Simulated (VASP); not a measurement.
# Sn (R-3m) in VASP: notebook, part 2 of 2

VASP 6.6.1. The steps go on from the part before.

**3. Single point, PBEsol (shortest bond scaled by 0.82)**

The input, INCAR:

```
SYSTEM = Sn
  PREC = Accurate
  ENCUT = 520
  EDIFF = 1E-7
  ISMEAR = -1
  SIGMA = 0.05
  LREAL = .FALSE.
  LASPH = .TRUE.
  NELM = 80
  ALGO = Normal
  ISIF = 2
  LWAVE = .FALSE.
  LCHARG = .TRUE.
  GGA = PS
  LELF = .TRUE.
  LVHAR = .TRUE.
  NBANDS = 21
```

The input, KPOINTS:

```
Automatic mesh
0
G
  8 8 8
  0 0 0
```

The input, POSCAR:

```
Sn
1.0
    0.0000000000      3.2333428000      3.2333428000
    3.2333428000      0.0000000000      3.2333428000
    3.2333428000      3.2333428000      0.0000000000
Sn
2
Direct
   -0.0675000000      0.0225000000      0.0225000000
    0.3175000000      0.2275000000      0.2275000000
```

Potentials or basis: VASP PAW PBE potentials, release 64 (Sn_d).

Started as:

```console
$ cat potpaw_PBE.64/Sn_d/POTCAR > POTCAR
$ mpirun -np 1 vasp_std > vasp.out
```

Run time: 2.4 min. Hardware: 1 thread of Intel Xeon 8259CL, shared host; peak memory 0.24 GiB.

The run converged. Its results:

| Quantity | Value |
| --- | --- |
| Free energy | -6.8097 eV |
| Pressure | 9.3 GPa |
| Largest force | 8.155 eV/Å |
| Band gap on the k mesh | zero (bands 14 and 15 overlap by 1.29 eV) |

Forces on the atoms (eV/Å):
```
Sn  -4.708  4.708  4.708
Sn   4.708 -4.708 -4.708
```

Stress tensor (GPa, compression positive):
```
  9.25 -12.86 -12.86
-12.86   9.25  12.86
-12.86  12.86   9.25
```

Levels at points of the mesh, in eV from the Fermi level:
```csv
k point,band 11,band 12,band 13,band 14,band 15,band 16,band 17,band 18
"(0.00, 0.00, 0.00)",-10.95,-1.44,-0.64,1.11,1.11,1.13,1.13,3.84
"(0.50, 0.00, 0.00)",-8.44,-8.12,-1.23,-1.23,0.95,3.66,3.66,5.89
"(0.00, 0.50, 0.00)",-9.69,-5.76,-1.85,-0.52,-0.05,1.50,4.49,5.25
"(0.50, 0.50, 0.00)",-8.80,-6.75,-2.42,-2.37,-0.18,1.28,7.30,7.97
```

Caveat: the cell differs from its parent crystal (shortest bond scaled by 0.82); the cell stands under pressure; the PAW data sets were made with another functional, which shifts forces and pressure a little; spin-orbit coupling is left out, which moves the levels of the heavy elements.

**4. Single point, PBEsol (shortest bond scaled by 0.76)**

The input, INCAR:

```
ALGO = Normal
EDIFF = 1E-6
ENCUT = 520
GGA = PS
ISIF = 2
ISMEAR = -1
LASPH = True
LCHARG = False
LREAL = False
LWAVE = False
NBANDS = 21
NELM = 60
PREC = Accurate
SIGMA = 0.05
```

The input, KPOINTS:

```
k-points
0
Gamma
  8 8 8
```

The input, POSCAR:

```
Sn
1.0
    0.0000000000      3.2333428000      3.2333428000
    3.2333428000      0.0000000000      3.2333428000
    3.2333428000      3.2333428000      0.0000000000
Sn
2
Direct
   -0.0900000000      0.0300000000      0.0300000000
    0.3400000000      0.2200000000      0.2200000000
```

Started as:

```console
$ cat potpaw_PBE.64/Sn_d/POTCAR > POTCAR
$ mpirun -np 1 vasp_std > vasp.out
```

It took 2.2 min on 1 thread of Intel Xeon 8259CL, shared host; peak memory 0.24 GiB.

It converged, with:

```yaml
Free_energy: -4.9369 eV
Pressure: 18.5 GPa
Largest_force: 14.801 eV/Å
Band_gap_on_the_k_mesh: zero (bands 14 and 15 overlap by 1.25 eV)
```

Forces in eV/Å, atoms in the order of the input:
```
Sn  -8.545  8.545  8.545
Sn   8.545 -8.545 -8.545
```

Stress tensor (GPa, compression positive):
```
 18.45 -22.82 -22.82
-22.82  18.45  22.82
-22.82  22.82  18.45
```

Levels at points of the mesh, in eV from the Fermi level:
```tsv
k point	band 10	band 11	band 12	band 13	band 14	band 15	band 16	band 17	band 18	band 19
(0.00, 0.00, 0.00)	-20.95	-10.90	-1.45	-0.44	0.91	0.91	1.74	1.74	4.61	4.96
(0.50, 0.00, 0.00)	-20.86	-8.86	-7.57	-1.13	-1.13	1.46	4.05	4.05	6.21	6.82
(0.00, 0.50, 0.00)	-20.91	-9.79	-5.36	-1.63	-0.50	0.57	1.15	5.06	5.39	7.78
(0.50, 0.50, 0.00)	-20.88	-9.07	-6.25	-2.25	-1.93	-0.34	1.67	7.43	7.79	8.81
```

Caveat: the cell differs from its parent crystal (shortest bond scaled by 0.76); the cell stands under pressure; the PAW data sets were made with another functional, which shifts forces and pressure a little; spin-orbit coupling is left out, which moves the levels of the heavy elements.

**5. Single point, PBEsol (shortest bond scaled by 0.76)**

The input, INCAR:

```
SYSTEM = Sn
ALGO = Normal
EDIFF = 1E-7
ENCUT = 520
GGA = PS
ISIF = 2
ISMEAR = -1
LASPH = .TRUE.
LCHARG = .TRUE.
LELF = .TRUE.
LREAL = .FALSE.
LVHAR = .TRUE.
LWAVE = .FALSE.
NBANDS = 21
NELM = 100
PREC = Accurate
SIGMA = 0.05
```

The input, KPOINTS:

```
k-points
0
G
  8 8 8
  0 0 0
```

POSCAR is that of step 4.

Potentials or basis: VASP PAW PBE potentials, release 64 (Sn_d).

Started as:

```console
$ cat potpaw_PBE.64/Sn_d/POTCAR > POTCAR
$ mpirun -np 1 vasp_std > vasp.out
```

OUTCAR:

```text
SYSTEM = Sn
   EDIFF = 1E-7
   ENCUT = 520
   GGA = PS
   ISIF = 2
   ISMEAR = -1
   LASPH = .TRUE.
   LREAL = .FALSE.
   NELM = 100
   PREC = Accurate

 ion  position               nearest neighbor table
   1  0.910  0.030  0.030-   2 2.13   2 3.09   2 3.09   2 3.09
   2  0.340  0.220  0.220-   1 2.13   1 3.09   1 3.09   1 3.09

  LATTYP: Found a face centered cubic cell.
 ALAT       =     6.4666856000

  Lattice vectors:

 A1 = (   0.0000000000,   3.2333428000,   3.2333428000)
[... 764 lines left out ...]
------------------------ aborting loop because EDIFF is reached ----------------------------------------

  FORCE on cell =-STRESS in cart. coord.  units (eV):
  Direction    XX          YY          ZZ          XY          YZ          ZX
  --------------------------------------------------------------------------------------
  -------------------------------------------------------------------------------------
  Total        7.7912203      7.7912203      7.7912203     -9.6286235      9.6286235     -9.6286235
  in kB      184.6421379    184.6421379    184.6421379   -228.1862863    228.1862863   -228.1862863
  external PRESSURE =     184.6421379 kB  Pullay stress =       0.0000000 kB

 VOLUME and BASIS-vectors are now :
 -----------------------------------------------------------------------------
  energy-cutoff  :      520.00
  volume of cell :       67.61
      direct lattice vectors                 reciprocal lattice vectors
     0.000000000  3.233342800  3.233342800    -0.154638723  0.154638723  0.154638723
     3.233342800  0.000000000  3.233342800     0.154638723 -0.154638723  0.154638723
     3.233342800  3.233342800  0.000000000     0.154638723  0.154638723 -0.154638723

 POSITION                                       TOTAL-FORCE (eV/Angst)
 -----------------------------------------------------------------------------------
      0.19400      3.03934      3.03934        -8.545533      8.545533      8.545533
      1.42267      1.81067      1.81067         8.545533     -8.545533     -8.545533
 -----------------------------------------------------------------------------------
    total drift:                                0.000000      0.000000      0.000000

  FREE ENERGIE OF THE ION-ELECTRON SYSTEM (eV)
  ---------------------------------------------------
  free  energy   TOTEN  =        -4.9368798760 eV

  energy  without entropy=       -4.9337672625  energy(sigma->0) =       -4.93532357
```

stdout:

```text
POSCAR found type information on POSCAR Sn
 POSCAR found :  1 types and       2 ions
 scaLAPACK will be used
 -----------------------------------------------------------------------------
|                                                                             |
|                                                                             |
|     You enforced a specific xc type in the INCAR file but a different       |
|     I HOPE YOU KNOW WHAT YOU ARE DOING!                                     |
|                                                                             |
 -----------------------------------------------------------------------------

 LDA part: xc-table for (Slater+PW92), standard interpolation
 POSCAR, INCAR and KPOINTS ok, starting setup
 FFT: planning ... GRIDC
 FFT: planning ... GRID_SOFT
 FFT: planning ... GRID
 WAVECAR not read
 entering main loop
```

It took 2.1 min on 1 thread of Intel Xeon 8259CL, shared host; peak memory 0.24 GiB.

What came out:

* Free energy: -4.9369 eV
* Pressure: 18.5 GPa
* Largest force: 14.801 eV/Å
* Band gap on the k mesh: zero (bands 14 and 15 overlap by 1.25 eV)

Forces on the atoms (eV/Å):
```
Sn  -8.546  8.546  8.546
Sn   8.546 -8.546 -8.546
```

Caveat: the cell differs from its parent crystal (shortest bond scaled by 0.76); the cell stands under pressure; the PAW data sets were made with another functional, which shifts forces and pressure a little; spin-orbit coupling is left out, which moves the levels of the heavy elements.
